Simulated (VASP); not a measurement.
# Li5NbO5 (C2/m) in VASP: single point with r2SCAN

Aim: the single point of Li5NbO5 with r2SCAN.

All numbers are computed with VASP 6.6.1; they aren't measurements. Logs are shortened: lines on timing, memory, paths and dates and some standing lists are left out, and cuts for length are marked.

## 1. The cell of the first run

The structure is monoclinic, space group C2/m (No. 12). The conventional cell has a = 9.962 Å, b = 4.130 Å, c = 5.776 Å, α = 90.00°, β = 110.26°, γ = 90.00°. Li (site symmetry m) has 5 O at 1.95 to 2.34 Å and 6 Li at 2.68 to 2.70 Å within 2.8 Å. Li (site symmetry m) has 5 O at 1.98 to 2.30 Å and 5 Li at 2.62 to 2.70 Å within 2.7 Å. Li (site symmetry 2/m) has 4 O at 1.93 to 2.19 Å and 2 Li at 2.68 Å within 2.7 Å. Within 2.6 Å of Nb (site symmetry 2/m) lie 6 O at 1.96 to 2.07 Å. Within 2.6 Å of O (site symmetry m) lie 5 Li at 1.93 to 2.12 Å and 1 Nb at 2.00 Å. O (site symmetry m) has 5 Li at 1.95 to 2.19 Å and 1 Nb at 1.96 Å within 2.6 Å. O (site symmetry 2/m) has 2 Nb at 2.07 Å and 4 Li at 2.30 to 2.34 Å within 2.7 Å.

## 2. Single point, r2SCAN (biaxial strain in the a-b plane: +3.0 %, then relaxed in part)

Contents of POSCAR:

```
Li5NbO5
1.0
    4.9810796695     -2.0652119333     -0.0346566524
    4.9810796695      2.0652119333     -0.0346566524
   -1.9618730277      0.0000000000      5.4322158464
Li Nb O
5 1 5
Direct
    0.7137204200      0.7137204200      0.3395103108
    0.6913596076      0.6913596076      0.8625263991
    0.0000000000      0.0000000000      0.5000000000
    0.3086403924      0.3086403924      0.1374736009
    0.2862795800      0.2862795800      0.6604896892
    0.0000000000      0.0000000000      0.0000000000
    0.8576426297      0.8576426297      0.1729878596
    0.8409497749      0.8409497749      0.6825177318
    0.5000000000      0.5000000000      0.0000000000
    0.1590502251      0.1590502251      0.3174822682
    0.1423573703      0.1423573703      0.8270121404
```

Contents of INCAR.step1:

```
PREC     = Accurate       # precision mode
ENCUT    = 520            # plane-wave cutoff, eV
ISMEAR   = 0              # smearing method
SIGMA    = 0.02           # smearing width, eV
LREAL    = False          # projectors in reciprocal space
LASPH    = True           # aspherical terms in the spheres
NELM     = 80             # most SCF steps
NBANDS   = 40             # bands
GGA      = PE             # functional
ALGO     = Normal         # electronic algorithm
EDIFF    = 1E-4           # SCF threshold, eV
LWAVE    = True           # write WAVECAR
LCHARG   = False          # write CHGCAR
```

Contents of INCAR.step2:

```
PREC     = Accurate       # precision mode
ENCUT    = 520            # plane-wave cutoff, eV
EDIFF    = 1E-6           # SCF threshold, eV
ISMEAR   = 0              # smearing method
SIGMA    = 0.02           # smearing width, eV
LREAL    = False          # projectors in reciprocal space
LASPH    = True           # aspherical terms in the spheres
NELM     = 80             # most SCF steps
ALGO     = Normal         # electronic algorithm
ISIF     = 2              # what is computed and relaxed
LWAVE    = False          # write WAVECAR
LCHARG   = False          # write CHGCAR
METAGGA  = R2SCAN         # meta-GGA
LMIXTAU  = True         
NBANDS   = 40             # bands
ISTART   = 1
```

Contents of KPOINTS:

```
Automatic mesh
0
Gamma
  6 6 4
```

Potentials or basis: VASP PAW PBE potentials, release 64 (Li_sv, Nb_sv, O).

Run with:

```bash
cat potpaw_PBE.64/Li_sv/POTCAR potpaw_PBE.64/Nb_sv/POTCAR potpaw_PBE.64/O/POTCAR > POTCAR
cp INCAR.step1 INCAR
mpirun -np 1 vasp_std > vasp.out
cp INCAR.step2 INCAR
mpirun -np 1 vasp_std > vasp.out
```

OUTCAR:

```text
PREC = Accurate
   ENCUT = 520
   EDIFF = 1E-6
   ISMEAR = 0
   LREAL = False
   LASPH = True
   NELM = 80
   ISIF = 2
   METAGGA = R2SCAN
   ISTART = 1

 ion  position               nearest neighbor table
   1  0.714  0.714  0.340-   8 1.95   7 1.98  10 2.13  10 2.13
   2  0.691  0.691  0.863-   7 1.98   8 2.09  11 2.12  11 2.12
   3  0.000  0.000  0.500-   7 1.93  11 1.93  10 2.19   8 2.19
   4  0.309  0.309  0.137-  11 1.98  10 2.09   7 2.12   7 2.12
   5  0.286  0.286  0.660-  10 1.95  11 1.98   8 2.13   8 2.13
   6  0.000  0.000  0.000-   8 1.96  10 1.96   7 2.00  11 2.00   9 2.07   9 2.07
   7  0.858  0.858  0.173-   3 1.93   2 1.98   1 1.98   6 2.00   4 2.12   4 2.12
   8  0.841  0.841  0.683-   1 1.95   6 1.96   2 2.09   5 2.13   5 2.13   3 2.19
   9  0.500  0.500  0.000-   6 2.07   6 2.07
  10  0.159  0.159  0.317-   5 1.95   6 1.96   4 2.09   1 2.13   1 2.13   3 2.19
  11  0.142  0.142  0.827-   3 1.93   4 1.98   5 1.98   6 2.00   2 2.12   2 2.12

  LATTYP: Found a base centered monoclinic cell.
 ALAT       =     9.9624004652
 B/A-ratio  =     0.4146012681
 C/A-ratio  =     0.5797429179
 COS(beta)  =    -0.3462167324

  Lattice vectors:

 A1 = (   4.9810796695,  -2.0652119333,  -0.0346566524)
 A2 = (   4.9810796695,   2.0652119333,  -0.0346566524)
 A3 = (  -1.9618730277,   0.0000000000,   5.4322158464)

Analysis of symmetry for initial positions (statically):
=====================================================================
 Subroutine PRICEL returns:
 Original cell was already a primitive cell.

 Routine SETGRP: Setting up the symmetry group for a
 base centered monoclinic supercell.

 Subroutine GETGRP returns: Found  4 space group operations
 (whereof  4 operations were pure point group operations)
 out of a pool of  4 trial point group operations.

The static configuration has the point symmetry C_2h.

Analysis of symmetry for dynamics (positions and initial velocities):
=====================================================================
 Subroutine PRICEL returns:
 Original cell was already a primitive cell.

 Routine SETGRP: Setting up the symmetry group for a
 base centered monoclinic supercell.

 Subroutine GETGRP returns: Found  4 space group operations
 (whereof  4 operations were pure point group operations)
 out of a pool of  4 trial point group operations.

The dynamic configuration has the point symmetry C_2h.

 Subroutine INISYM returns: Found  4 space group operations
 (whereof  4 operations are pure point group operations),
 and found     1 'primitive' translations

----------------------------------------------------------------------------------------

                                     Primitive cell

  volume of cell :     111.4814

  direct lattice vectors                    reciprocal lattice vectors
     4.981079669 -2.065211933 -0.034656652     0.100632713 -0.242105903  0.036344028
     4.981079669  2.065211933 -0.034656652     0.100632713  0.242105903  0.036344028
    -1.961873028  0.000000000  5.432215846     0.001284041  0.000000000  0.184550679

  length of vectors
     5.392351629  5.392351629  5.775631115     0.264694351  0.264694351  0.184555146

  position of ions in fractional coordinates (direct lattice)
     0.713720420  0.713720420  0.339510311
     0.691359608  0.691359608  0.862526399
     1.000000000  1.000000000  0.500000000
     0.308640392  0.308640392  0.137473601
     0.286279580  0.286279580  0.660489689
     0.000000000  0.000000000  0.000000000
     0.857642630  0.857642630  0.172987860
     0.840949775  0.840949775  0.682517732
     0.500000000  0.500000000  0.000000000
     0.159050225  0.159050225  0.317482268
     0.142357370  0.142357370  0.827012140

  ion indices of the primitive-cell ions
   primitive index   ion index
                 1           1
                 2           2
                 3           3
                 4           4
                 5           5
                 6           6
                 7           7
                 8           8
                 9           9
                10          10
                11          11

----------------------------------------------------------------------------------------

 KPOINTS: Automatic mesh

Automatic generation of k-mesh.
 Grid dimensions read from file:
 generate k-points for:    6    6    4

 Generating k-lattice:

  Cartesian coordinates                     Fractional coordinates (reciprocal lattice)
     0.016772119 -0.040350984  0.006057338     0.166666667 -0.000000000 -0.000000000
     0.016772119  0.040350984  0.006057338    -0.000000000  0.166666667 -0.000000000
     0.000321010  0.000000000  0.046137670     0.000000000  0.000000000  0.250000000

  Length of vectors
     0.044115725  0.044115725  0.046138787

  Shift w.r.t. Gamma in fractional coordinates (k-lattice)
     0.000000000  0.000000000  0.000000000

 Subroutine IBZKPT returns following result:
 ===========================================

 Found     47 irreducible k-points:

 Following reciprocal coordinates:
            Coordinates               Weight
  0.000000  0.000000  0.000000      1.000000
  0.166667  0.000000 -0.000000      4.000000
  0.333333  0.000000 -0.000000      4.000000
  0.500000  0.000000 -0.000000      2.000000
  0.166667  0.166667 -0.000000      2.000000
  0.333333  0.166667 -0.000000      4.000000
[... 16 lines left out ...]
 -0.333333  0.166667  0.250000      4.000000
 -0.166667  0.166667  0.250000      4.000000
 [... further k-points ...]
   k-points           NKPTS =     47   k-points in BZ     NKDIM =     47   number of bands    NBANDS=     40
   number of dos      NEDOS =    301   number of ions     NIONS =     11
   total plane-waves  NPLWV =  76800
   dimension x,y,z NGX =    40 NGY =   40 NGZ =   48
   dimension x,y,z NGXF=    80 NGYF=   80 NGZF=   96
   ions per type =               5   1   5
   NGX,Y,Z   is equivalent  to a cutoff of  12.33, 12.33, 13.82 a.u.
   NGXF,Y,Z  is equivalent  to a cutoff of  24.66, 24.66, 27.63 a.u.
 SYSTEM =  unknown system
   PREC   = accura    normal or accurate (medium, high low for compatibility)
   ISTART =      1    job   : 0-new  1-cont  2-samecut
   ICHARG =      0    charge: 1-file 2-atom 10-const
   ISPIN  =      1    spin polarized calculation?
   LNONCOLLINEAR =      F non collinear calculations
   LSORBIT =      F    spin-orbit coupling
   LASPH  =      T    aspherical Exc in radial PAW
   ENCUT  =  520.0 eV  38.22 Ry    6.18 a.u.  10.03 10.03 10.74*2*pi/ulx,y,z
   NELM   =     80;   NELMIN=  2; NELMDL=  0     # of ELM steps
   EDIFF  = 0.1E-05   stopping-criterion for ELM
   LREAL  =      F    real-space projection
   EDIFFG = 0.1E-04   stopping-criterion for IOM
   NSW    =      0    number of steps for IOM
   IBRION =     -1    ionic relax: 0-MD 1-quasi-New 2-CG
   NFREE  =      0    steps in history (QN), initial steepest desc. (CG)
   ISIF   =      2    stress and relaxation
   ISYM   =      2    0-nonsym 1-usesym 2-fastsym
   POTIM  = 0.5000    time-step for ionic-motion
   TEBEG  =    0.0;   TEEND  =   0.0 temperature during run
   PSTRESS=    0.0 pullay stress
   NELECT =      58.0000    total number of electrons
   NUPDOWN=      -1.0000    fix difference up-down
   EMIN   =  10.00;   EMAX   =-10.00  energy-range for DOS
   EFERMI =   0.00;   METHOD = LEGACY
   ISMEAR =     0;   SIGMA  =   0.02  broadening in eV -4-tet -1-fermi 0-gaus
   EFERMI_NEDOS =   21; number of points for ismear=-14 and -15
   IALGO  =     38    algorithm
   IMIX   =      4    mixing-type and parameters
     AMIX     =   0.40;   BMIX     =  1.00
     AMIX_MAG =   1.60;   BMIX_MAG =  1.00
  volume/ion in A,a.u.               =      10.13        68.39
  Fermi-wavevector in a.u.,A,eV,Ry     =   1.316689  2.488182 23.588026  1.733671
  Thomas-Fermi vector in A             =   2.446784
   LORBIT       =      0    0 simple, 1 ext, 2 COOP (PROOUT), +10 PAW based schemes
   METAGGA = R2SCAN    functional components
   LHFCALC =     F    Hartree Fock is set to
   AEXX    =    0.0000 exact exchange contribution
   IVDW    =     0    specifies the selected vdW correction
   LEPSILON=     F    determine dielectric tensor
   LRPA    =     F    only Hartree local field effects (RPA)
 non-spin polarized calculation
 Gauss-broadening in eV      SIGMA  =   0.02
  energy-cutoff  :      520.00
  volume of cell :      111.48
 maximum number of plane-waves:      3021
   NGX = 21   NGY = 21   NGZ = 21

 number of electron      58.0000000 magnetization

 Free energy of the ion-electron system (eV)
  ---------------------------------------------------
  ext. energy  EPLUGINS =         0.00000000
  ---------------------------------------------------
  free energy    TOTEN  =       -93.96137424 eV

  energy without entropy =      -93.96137424  energy(sigma->0) =      -93.96137424

 E-fermi :   2.2004     XC(G=0): -10.3385

 val. band max:        1.9381992264   @ k =   0.5000   0.0000   0.2500
 cond. band min:       5.4989011174   @ k =   0.5000   0.5000   0.5000
 fundamental gap:      3.5607018910
 Fermi energy:         2.2004157962

 k-point     1 :       0.0000    0.0000    0.0000
  band No.  band energies     occupation
      1     -54.2988      2.00000
      2     -42.7258      2.00000
      3     -42.6638      2.00000
      4     -42.6291      2.00000
      5     -42.2355      2.00000
      6     -42.2106      2.00000
[... 32 lines left out ...]
     39      12.5621      0.00000
     40      13.7811      0.00000

 k-point     2 :       0.1667    0.0000   -0.0000
  band No.  band energies     occupation
      1     -54.2984      2.00000
      2     -42.7256      2.00000
      3     -42.6615      2.00000
      4     -42.6312      2.00000
      5     -42.2338      2.00000
      6     -42.2122      2.00000
[... 32 lines left out ...]
     39      13.4308      0.00000
     40      13.6622      0.00000

 k-point     3 :       0.3333    0.0000   -0.0000
  band No.  band energies     occupation
      1     -54.2975      2.00000
      2     -42.7252      2.00000
      3     -42.6549      2.00000
      4     -42.6373      2.00000
      5     -42.2293      2.00000
      6     -42.2168      2.00000
[... 853 lines left out ...]
  band No.  band energies     occupation
      1     -54.2970      2.00000
      2     -42.7251      2.00000
      3     -42.6460      2.00000
      4     -42.6459      2.00000
      5     -42.2232      2.00000
      6     -42.2230      2.00000
[... 32 lines left out ...]
     39      12.7213      0.00000
     40      13.2655      0.00000

 k-point    24 :      -0.1667    0.1667    0.2500
  band No.  band energies     occupation
      1     -54.2975      2.00000
      2     -42.7253      2.00000
      3     -42.6548      2.00000
      4     -42.6373      2.00000
      5     -42.2295      2.00000
      6     -42.2167      2.00000
[... 32 lines left out ...]
     39      13.0420      0.00000
     40      13.3317      0.00000

 [... further k-points ...]

------------------------ aborting loop because EDIFF is reached ----------------------------------------

  FORCE on cell =-STRESS in cart. coord.  units (eV):
  Direction    XX          YY          ZZ          XY          YZ          ZX
  --------------------------------------------------------------------------------------
  -------------------------------------------------------------------------------------
  Total       -4.6922107     -5.8833288     -0.0828924      0.0000000      0.0000000      0.1139080
  in kB      -67.4350416    -84.5534322     -1.1913040      0.0000000      0.0000000      1.6370515
  external PRESSURE =     -51.0599259 kB  Pullay stress =       0.0000000 kB

 VOLUME and BASIS-vectors are now :
 -----------------------------------------------------------------------------
  energy-cutoff  :      520.00
  volume of cell :      111.48
      direct lattice vectors                 reciprocal lattice vectors
     4.981079669 -2.065211933 -0.034656652     0.100632713 -0.242105903  0.036344028
     4.981079669  2.065211933 -0.034656652     0.100632713  0.242105903  0.036344028
    -1.961873028  0.000000000  5.432215846     0.001284041  0.000000000  0.184550679

 POSITION                                       TOTAL-FORCE (eV/Angst)
 -----------------------------------------------------------------------------------
      6.44412      0.00000      1.79482         0.015597     -0.000000     -0.034835
      5.19527      0.00000      4.63751        -0.025134     -0.000000      0.007591
     -0.98094      0.00000      2.71611         0.000000     -0.000000      0.000000
      2.80502      0.00000      0.72539         0.025134     -0.000000     -0.007591
      1.55617      0.00000      3.56808        -0.015597     -0.000000      0.034835
      0.00000      0.00000      0.00000         0.000000     -0.000000      0.000000
      8.20459      0.00000      0.88026        -0.012830     -0.000000     -0.010750
      7.03866      0.00000      3.64929        -0.009753     -0.000000     -0.023666
      4.98108      0.00000     -0.03466         0.000000      0.000000      0.000000
      0.96162      0.00000      1.71361         0.009753     -0.000000      0.023666
     -0.20431      0.00000      4.48264         0.012830     -0.000000      0.010750
 -----------------------------------------------------------------------------------
    total drift:                                0.000000      0.000000     -0.000000

  FREE ENERGIE OF THE ION-ELECTRON SYSTEM (eV)
  ---------------------------------------------------
  free  energy   TOTEN  =       -93.9613742440 eV

  energy  without entropy=      -93.9613742440  energy(sigma->0) =      -93.96137424
```

It took 35 min on 1 thread of Intel Xeon Platinum 8259CL at 2.50GHz (Skylake/Cascade Lake), shared host; peak memory 0.4 GiB.

What came out:

```yaml
Free_energy: -93.9614 eV
Largest_force: 0.038 eV/Å
Band_gap_on_the_k_mesh: 3.56 eV (least direct gap 3.71 eV)
```

Forces in eV/Å, atoms in the order of the input:
```
Li   0.016  0.000 -0.035
Li  -0.025  0.000  0.008
Li   0.000  0.000  0.000
Li   0.025  0.000 -0.008
Li  -0.016  0.000  0.035
Nb   0.000  0.000  0.000
O   -0.013  0.000 -0.011
O   -0.010  0.000 -0.024
O    0.000  0.000  0.000
O    0.010  0.000  0.024
O    0.013  0.000  0.011
```

Levels at points of the mesh, in eV from the valence-band top:
```csv
k point,band 27,band 28,band 29,band 30,band 31,band 32
"(0.00, 0.00, 0.00)",-0.33,-0.25,-0.11,3.60,3.80,4.71
"(0.50, 0.00, 0.00)",-0.36,-0.16,-0.08,4.59,5.00,5.20
"(0.50, 0.50, 0.00)",-1.04,-0.57,-0.14,3.60,4.11,4.13
"(0.00, 0.00, 0.50)",-0.94,-0.63,-0.39,3.72,4.12,4.81
"(0.50, 0.00, 0.50)",-0.54,-0.36,-0.15,4.71,5.04,5.18
"(0.50, 0.50, 0.50)",-0.71,-0.58,-0.31,3.56,3.80,4.86
```

Caveat: the cell differs from its parent crystal (biaxial strain in the a-b plane: +3.0 %, then relaxed in part); the cutoff is under 1.25 times the usual one of these potentials, so pressure, stress and relaxed cells hold a basis-set (Pulay) error; the PAW data sets were made with another functional, which shifts forces and pressure a little. A k mesh can miss the band edges.
